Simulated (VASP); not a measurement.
# LiBe16 (a cell with a defect) in VASP: relaxation of the atoms with LDA

Aim: the relaxation of the atoms of LiBe16 (a cell with a defect) with LDA.

Program: VASP 6.6.1. These are calculated values, not measurements. Logs are shortened: lines on timing, memory, paths and dates and some standing lists are left out, and cuts for length are marked.

### Step 1. The cell of the first run

The cell holds a defect, 17 atoms: a = 4.580 Å, b = 3.966 Å, c = 7.177 Å, α = 90.00°, β = 90.00°, γ = 90.00°.

### Step 2. Relaxation of the atoms, LDA

The input, INCAR:

```
  PREC = Accurate
  ENCUT = 520
  EDIFF = 1E-6
  ISMEAR = -1
  SIGMA = 0.15
  LREAL = Auto
  LASPH = True
  NELM = 100
  ALGO = Normal
  ISIF = 2
  LWAVE = False
  LCHARG = False
  GGA = CA
  IBRION = 2
  NSW = 45
  EDIFFG = -0.08
```

The input, KPOINTS:

```
regular mesh
0
Gamma
  3 3 2
```

The input, POSCAR:

```
LiBe16
1.0
   -2.2900000000     -3.9663960000      0.0000000000
    3.4350000000     -1.9831980000      0.0000000000
    0.0000000000      0.0000000000      7.1768600000
Be Li
16 1
Direct
    0.7500000000      0.5000000000      0.0000000000
    0.5000000000      0.3333333000      0.2500000000
    0.7500000000      0.5000000000      0.5000000000
    0.5000000000      0.3333333000      0.7500000000
    0.5000000000      0.0000000000      0.0000000000
    0.2500000000      0.8333333000      0.2500000000
    0.5000000000      0.0000000000      0.5000000000
    0.2500000000      0.8333333000      0.7500000000
    0.2500000000      0.5000000000      0.0000000000
    0.0000000000      0.3333333000      0.2500000000
    0.2500000000      0.5000000000      0.5000000000
    0.0000000000      0.3333333000      0.7500000000
    0.0000000000      0.0000000000      0.0000000000
    0.7500000000      0.8333333000      0.2500000000
    0.0000000000      0.0000000000      0.5000000000
    0.7500000000      0.8333333000      0.7500000000
    0.5043431000      0.6827406000      0.6221968000
```

Potentials or basis: VASP PAW LDA potentials, release 64 (Be, Li_sv).

On the command line:

```
> cat potpaw_LDA.64/Be/POTCAR potpaw_LDA.64/Li_sv/POTCAR > POTCAR
> mpirun -np 1 vasp_std > vasp.out
```

OUTCAR:

```text
PREC = Accurate
   ENCUT = 520
   EDIFF = 1E-6
   ISMEAR = -1
   LREAL = Auto
   LASPH = True
   NELM = 100
   ISIF = 2
   GGA = CA
   IBRION = 2
   NSW = 45
   EDIFFG = -0.08

 ion  position               nearest neighbor table
   1  0.750  0.500  0.000-  14 2.23  16 2.23   2 2.23   4 2.23  10 2.23  12 2.23   9 2.29  13 2.29
                             5 2.29   9 2.29  13 2.29   5 2.29
   2  0.500  0.333  0.250-   5 2.23   7 2.23   1 2.23   3 2.23   9 2.23  11 2.23  10 2.29  14 2.29
                             6 2.29  10 2.29  14 2.29   6 2.29
   3  0.750  0.500  0.500-  17 1.60  16 2.23  14 2.23   4 2.23   2 2.23  12 2.23  10 2.23  11 2.29
                            15 2.29   7 2.29  11 2.29  15 2.29   7 2.29
   4  0.500  0.333  0.750-  17 1.66   7 2.23   5 2.23   3 2.23   1 2.23  11 2.23   9 2.23  16 2.29
                            12 2.29   8 2.29  12 2.29  16 2.29   8 2.29
   5  0.500  0.000  0.000-   2 2.23   4 2.23   6 2.23   8 2.23  14 2.23  16 2.23   1 2.29  13 2.29
                             9 2.29  13 2.29   9 2.29   1 2.29
   6  0.250  0.833  0.250-   9 2.23  11 2.23   5 2.23   7 2.23  13 2.23  15 2.23  14 2.29   2 2.29
                            10 2.29  14 2.29  10 2.29   2 2.29
   7  0.500  0.000  0.500-  17 1.53   4 2.23   2 2.23   8 2.23   6 2.23  16 2.23  14 2.23   3 2.29
                            15 2.29  11 2.29  15 2.29  11 2.29   3 2.29
   8  0.250  0.833  0.750-  17 1.60  11 2.23   9 2.23   7 2.23   5 2.23  15 2.23  13 2.23  16 2.29
                             4 2.29  12 2.29  16 2.29  12 2.29   4 2.29
   9  0.250  0.500  0.000-   6 2.23   8 2.23  10 2.23  12 2.23   2 2.23   4 2.23   1 2.29   5 2.29
                            13 2.29   1 2.29  13 2.29   5 2.29
  10  0.000  0.333  0.250-  13 2.23  15 2.23   9 2.23  11 2.23   1 2.23   3 2.23   2 2.29   6 2.29
                            14 2.29   2 2.29  14 2.29   6 2.29
  11  0.250  0.500  0.500-  17 1.63   8 2.23   6 2.23  12 2.23  10 2.23   4 2.23   2 2.23   3 2.29
                             7 2.29  15 2.29   3 2.29  15 2.29   7 2.29
  12  0.000  0.333  0.750-  13 2.23  15 2.23   9 2.23  11 2.23   1 2.23   3 2.23   4 2.29   8 2.29
                            16 2.29   4 2.29  16 2.29   8 2.29
  13  0.000  0.000  0.000-  10 2.23  12 2.23  14 2.23  16 2.23   6 2.23   8 2.23   5 2.29   9 2.29
                             1 2.29   5 2.29   9 2.29   1 2.29
  14  0.750  0.833  0.250-   1 2.23   3 2.23  13 2.23  15 2.23   5 2.23   7 2.23   6 2.29  10 2.29
                             2 2.29   6 2.29  10 2.29   2 2.29
  15  0.000  0.000  0.500-  10 2.23  12 2.23  14 2.23  16 2.23   6 2.23   8 2.23  11 2.29   7 2.29
                             3 2.29   7 2.29  11 2.29   3 2.29
  16  0.750  0.833  0.750-  17 1.57   3 2.23   1 2.23  15 2.23  13 2.23   7 2.23   5 2.23  12 2.29
                             8 2.29   4 2.29   8 2.29  12 2.29   4 2.29
  17  0.504  0.683  0.622-   7 1.53  16 1.57   8 1.60   3 1.60  11 1.63   4 1.66

  LATTYP: Found a simple orthorhombic cell.
 ALAT       =     3.9663962620
 B/A-ratio  =     1.1547004875
 C/A-ratio  =     1.8094157835

  Lattice vectors:

 A1 = (  -3.4350000000,   1.9831980000,   0.0000000000)
 A2 = (  -2.2900000000,  -3.9663960000,   0.0000000000)
 A3 = (   0.0000000000,   0.0000000000,   7.1768600000)

Analysis of symmetry for initial positions (statically):
=====================================================================
 Subroutine PRICEL returns:
 Original cell was already a primitive cell.

 Routine SETGRP: Setting up the symmetry group for a
 simple orthorhombic supercell.

 Subroutine GETGRP returns: Found  1 space group operations
 (whereof  1 operations were pure point group operations)
 out of a pool of  8 trial point group operations.

The static configuration has the point symmetry C_1 .

Analysis of symmetry for dynamics (positions and initial velocities):
=====================================================================
 Subroutine PRICEL returns:
 Original cell was already a primitive cell.

 Routine SETGRP: Setting up the symmetry group for a
 simple orthorhombic supercell.

 Subroutine GETGRP returns: Found  1 space group operations
 (whereof  1 operations were pure point group operations)
 out of a pool of  8 trial point group operations.

The dynamic configuration has the point symmetry C_1 .

 Subroutine INISYM returns: Found  1 space group operations
 (whereof  1 operations are pure point group operations),
 and found     1 'primitive' translations

----------------------------------------------------------------------------------------

                                     Primitive cell

  volume of cell :     130.3755

  direct lattice vectors                    reciprocal lattice vectors
    -2.290000000 -3.966396000  0.000000000    -0.109170306 -0.189088533  0.000000000
     3.435000000 -1.983198000  0.000000000     0.218340611 -0.126059022  0.000000000
     0.000000000  0.000000000  7.176860000     0.000000000  0.000000000  0.139336702

  length of vectors
     4.579999697  3.966396262  7.176860000     0.218340626  0.252118027  0.139336702

  position of ions in fractional coordinates (direct lattice)
     0.750000000  0.500000000  0.000000000
     0.500000000  0.333333300  0.250000000
     0.750000000  0.500000000  0.500000000
     0.500000000  0.333333300  0.750000000
     0.500000000  0.000000000  0.000000000
     0.250000000  0.833333300  0.250000000
[... 9 lines left out ...]
     0.750000000  0.833333300  0.750000000
     0.504343100  0.682740600  0.622196800

  ion indices of the primitive-cell ions
   primitive index   ion index
                 1           1
                 2           2
                 3           3
                 4           4
                 5           5
                 6           6
[... 9 lines left out ...]
                16          16
                17          17

----------------------------------------------------------------------------------------

 KPOINTS: regular mesh

Automatic generation of k-mesh.
 Grid dimensions read from file:
 generate k-points for:    3    3    2

 Generating k-lattice:

  Cartesian coordinates                     Fractional coordinates (reciprocal lattice)
    -0.036390102 -0.063029511  0.000000000     0.333333333  0.000000000  0.000000000
     0.072780204 -0.042019674  0.000000000    -0.000000000  0.333333333  0.000000000
     0.000000000  0.000000000  0.069668351     0.000000000  0.000000000  0.500000000

  Length of vectors
     0.072780209  0.084039342  0.069668351

  Shift w.r.t. Gamma in fractional coordinates (k-lattice)
     0.000000000  0.000000000  0.000000000

 Subroutine IBZKPT returns following result:
 ===========================================

 Found     10 irreducible k-points:

 Following reciprocal coordinates:
            Coordinates               Weight
  0.000000  0.000000  0.000000      1.000000
  0.333333  0.000000  0.000000      2.000000
  0.000000  0.333333  0.000000      2.000000
  0.333333  0.333333  0.000000      2.000000
 -0.333333  0.333333  0.000000      2.000000
  0.000000  0.000000  0.500000      1.000000
  0.333333  0.000000  0.500000      2.000000
  0.000000  0.333333  0.500000      2.000000
  0.333333  0.333333  0.500000      2.000000
 -0.333333  0.333333  0.500000      2.000000
   k-points           NKPTS =     10   k-points in BZ     NKDIM =     10   number of bands    NBANDS=     26
   number of dos      NEDOS =    301   number of ions     NIONS =     17
   total plane-waves  NPLWV =  58320
   dimension x,y,z NGX =    36 NGY =   30 NGZ =   54
   dimension x,y,z NGXF=    72 NGYF=   60 NGZF=  108
   ions per type =              16   1
   NGX,Y,Z   is equivalent  to a cutoff of  13.07, 12.57, 12.51 a.u.
   NGXF,Y,Z  is equivalent  to a cutoff of  26.13, 25.15, 25.02 a.u.
 SYSTEM =  unknown system
   PREC   = accura    normal or accurate (medium, high low for compatibility)
   ISTART =      0    job   : 0-new  1-cont  2-samecut
   ICHARG =      2    charge: 1-file 2-atom 10-const
   ISPIN  =      1    spin polarized calculation?
   LNONCOLLINEAR =      F non collinear calculations
   LSORBIT =      F    spin-orbit coupling
   LASPH  =      T    aspherical Exc in radial PAW
   ENCUT  =  520.0 eV  38.22 Ry    6.18 a.u.   8.52  7.37 13.34*2*pi/ulx,y,z
   NELM   =    100;   NELMIN=  2; NELMDL= -5     # of ELM steps
   EDIFF  = 0.1E-05   stopping-criterion for ELM
   LREAL  =      T    real-space projection
   EDIFFG = -.8E-01   stopping-criterion for IOM
   NSW    =     45    number of steps for IOM
   IBRION =      2    ionic relax: 0-MD 1-quasi-New 2-CG
   NFREE  =      1    steps in history (QN), initial steepest desc. (CG)
   ISIF   =      2    stress and relaxation
   ISYM   =      2    0-nonsym 1-usesym 2-fastsym
   POTIM  = 0.5000    time-step for ionic-motion
   TEBEG  =    0.0;   TEEND  =   0.0 temperature during run
   PSTRESS=    0.0 pullay stress
   NELECT =      35.0000    total number of electrons
   NUPDOWN=      -1.0000    fix difference up-down
   EMIN   =  10.00;   EMAX   =-10.00  energy-range for DOS
   EFERMI =   0.00;   METHOD = LEGACY
   ISMEAR =    -1;   SIGMA  =   0.15  broadening in eV -4-tet -1-fermi 0-gaus
   EFERMI_NEDOS =   21; number of points for ismear=-14 and -15
   IALGO  =     38    algorithm
   IMIX   =      4    mixing-type and parameters
     AMIX     =   0.40;   BMIX     =  1.00
     AMIX_MAG =   1.60;   BMIX_MAG =  1.00
  volume/ion in A,a.u.               =       7.67        51.75
  Fermi-wavevector in a.u.,A,eV,Ry     =   1.056085  1.995711 15.174786  1.115315
  Thomas-Fermi vector in A             =   2.191307
   LORBIT       =      0    0 simple, 1 ext, 2 COOP (PROOUT), +10 PAW based schemes
   GGA     = CA    functional components
   LHFCALC =     F    Hartree Fock is set to
   AEXX    =    0.0000 exact exchange contribution
   IVDW    =     0    specifies the selected vdW correction
   LEPSILON=     F    determine dielectric tensor
   LRPA    =     F    only Hartree local field effects (RPA)
 conjugate gradient relaxation of ions
 non-spin polarized calculation
  energy-cutoff  :      520.00
  volume of cell :      130.38
 maximum number of plane-waves:      3531
 NGX is ok and might be reduce to    36
   NGX = 17   NGY = 15   NGZ = 27

--------------------------------------- Ionic step        1  -------------------------------------------

 number of electron      34.9999997 magnetization

 Free energy of the ion-electron system (eV)
  ---------------------------------------------------
  ext. energy  EPLUGINS =         0.00000000
  ---------------------------------------------------
  free energy    TOTEN  =       -60.52273205 eV

  energy without entropy =      -60.38219343  energy(sigma->0) =      -60.45246274

------------------------ aborting loop because EDIFF is reached ----------------------------------------

  FORCE on cell =-STRESS in cart. coord.  units (eV):
  Direction    XX          YY          ZZ          XY          YZ          ZX
  --------------------------------------------------------------------------------------
  -------------------------------------------------------------------------------------
  Total        6.9089301      7.4004846      6.4609591      0.5228993      0.0547988     -0.2074423
  in kB       84.9034539     90.9441397     79.3983631      6.4258801      0.6734188     -2.5492467
  external PRESSURE =      85.0819855 kB  Pullay stress =       0.0000000 kB
[... 134 lines left out ...]
  FREE ENERGIE OF THE ION-ELECTRON SYSTEM (eV)
  ---------------------------------------------------
  free  energy   TOTEN  =       -63.8147944293 eV

  energy  without entropy=      -63.6465420693  energy(sigma->0) =      -63.73066825

[... ionic steps 4 to 12 ...]

--------------------------------------- Ionic step       13  -------------------------------------------

 number of electron      35.0000000 magnetization

------------------------ aborting loop because EDIFF is reached ----------------------------------------

  FORCE on cell =-STRESS in cart. coord.  units (eV):
  Direction    XX          YY          ZZ          XY          YZ          ZX
  --------------------------------------------------------------------------------------
  -------------------------------------------------------------------------------------
  Total        3.3901729      3.7244270      9.9525421      0.3105471     -0.5048201      0.8412180
  in kB       41.6616443     45.7692736    122.3062304      3.8162956     -6.2037057     10.3376807
  external PRESSURE =      69.9123827 kB  Pullay stress =       0.0000000 kB
[... 87 lines left out ...]
  energy  without entropy=      -64.2732381858  energy(sigma->0) =      -64.35146788

--------------------------------------- Ionic step       15  -------------------------------------------

 number of electron      35.0000000 magnetization

 Free energy of the ion-electron system (eV)
  ---------------------------------------------------
  ext. energy  EPLUGINS =         0.00000000
  ---------------------------------------------------
  free energy    TOTEN  =       -64.43451790 eV

  energy without entropy =      -64.28032493  energy(sigma->0) =      -64.35742141

 E-fermi :   6.7131     XC(G=0): -10.6833

 val. band max:        6.5790249429   @ k =   0.3333   0.0000   0.0000
 cond. band min:       6.7742332985   @ k =   0.0000   0.0000   0.0000
 fundamental gap:      0.1952083556
 Fermi energy:         6.7131205753

 k-point     1 :       0.0000    0.0000    0.0000
  band No.  band energies     occupation
      1     -38.6943      2.00000
      2      -4.1634      2.00000
      3      -2.3072      2.00000
      4      -1.8357      2.00000
      5       0.8094      2.00000
      6       0.9951      2.00000
[... 323 lines left out ...]
  FREE ENERGIE OF THE ION-ELECTRON SYSTEM (eV)
  ---------------------------------------------------
  free  energy   TOTEN  =       -64.4345179028 eV

  energy  without entropy=      -64.2803249260  energy(sigma->0) =      -64.35742141

 reached required accuracy - stopping structural energy minimisation
```

It took 3.5 min on 1 thread of Intel Xeon 6975P-C (Granite Rapids), shared host; peak memory 0.2 GiB.

What came out:

```
Free energy                  : -64.4345 eV
Energy gained by relaxing    : 230.1 meV/atom
Ionic steps                  : 15
Largest force after relaxing : 0.071 eV/Å
Band gap on the k mesh       : zero (an odd number of electrons rules out a gap without spin polarisation)
```

Forces on the atoms (eV/Å):
```
Be   0.007  0.015 -0.034
Be   0.030 -0.018  0.020
Be  -0.016  0.018 -0.012
Be  -0.051  0.031 -0.013
Be  -0.034  0.019 -0.031
Be  -0.012 -0.022  0.024
Be  -0.002  0.004  0.071
Be   0.006 -0.047 -0.013
Be  -0.007 -0.011 -0.030
Be   0.016 -0.013 -0.031
Be  -0.011  0.008 -0.016
Be   0.039 -0.020  0.014
Be  -0.012  0.003  0.048
Be   0.017  0.023  0.031
Be  -0.033  0.021 -0.028
Be   0.052  0.022 -0.017
Li   0.010 -0.033  0.018
```

Step by step:
```csv
step,energy change (eV),largest force (eV/Å),pressure (GPa)
1,0.0000,5.3584,8.51
2,-3.2246,1.4846,5.84
3,-3.2921,1.4296,6.47
4,-3.2929,1.3760,6.37
5,-3.5810,0.6197,6.15
6,-3.6132,0.8510,6.26
7,-3.7575,0.4614,6.40
8,-3.7788,0.6400,6.59
9,-3.8588,0.3096,6.83
10,-3.8617,0.3023,6.91
11,-3.8923,0.2222,6.91
12,-3.8963,0.2445,6.93
13,-3.9070,0.1617,6.99
14,-3.9070,0.1646,6.99
15,-3.9118,0.0707,7.06
```

Final structure:
```cif
data_structure
_symmetry_space_group_name_H-M 'P 1'
_symmetry_Int_Tables_number 1
_cell_length_a 4.5800
_cell_length_b 3.9664
_cell_length_c 7.1769
_cell_angle_alpha 90.000
_cell_angle_beta 90.000
_cell_angle_gamma 90.000
_cell_volume 130.38
loop_
_atom_site_label
_atom_site_type_symbol
_atom_site_fract_x
_atom_site_fract_y
_atom_site_fract_z
_atom_site_occupancy
Be1 Be 0.75458 0.48791 0.99108 1
Be2 Be 0.50006 0.34735 0.23643 1
Be3 Be 0.78478 0.45534 0.45999 1
Be4 Be 0.49951 0.26973 0.76331 1
Be5 Be 0.50015 0.99142 0.01278 1
Be6 Be 0.24490 0.84520 0.25954 1
Be7 Be 0.49875 0.07233 0.48040 1
Be8 Be 0.21753 0.87354 0.79021 1
Be9 Be 0.24565 0.48868 0.99142 1
Be10 Be 0.00073 0.33211 0.22794 1
Be11 Be 0.21593 0.45860 0.46141 1
Be12 Be 0.99961 0.36931 0.72943 1
Be13 Be 0.00054 0.99969 0.02286 1
Be14 Be 0.75528 0.84595 0.26025 1
Be15 Be 0.99954 0.96329 0.52274 1
Be16 Be 0.78355 0.87559 0.79176 1
Li1 Li 0.50324 0.67337 0.62065 1
```

Caveat: the k points lie up to 0.53 Å⁻¹ apart, too coarse for converged energies and pressures of a metal; the cutoff is under 1.25 times the usual one of these potentials, so pressure, stress and relaxed cells hold a basis-set (Pulay) error; the relaxation stopped at a loose force limit of 0.08 eV/Å, so its end isn't a converged minimum.
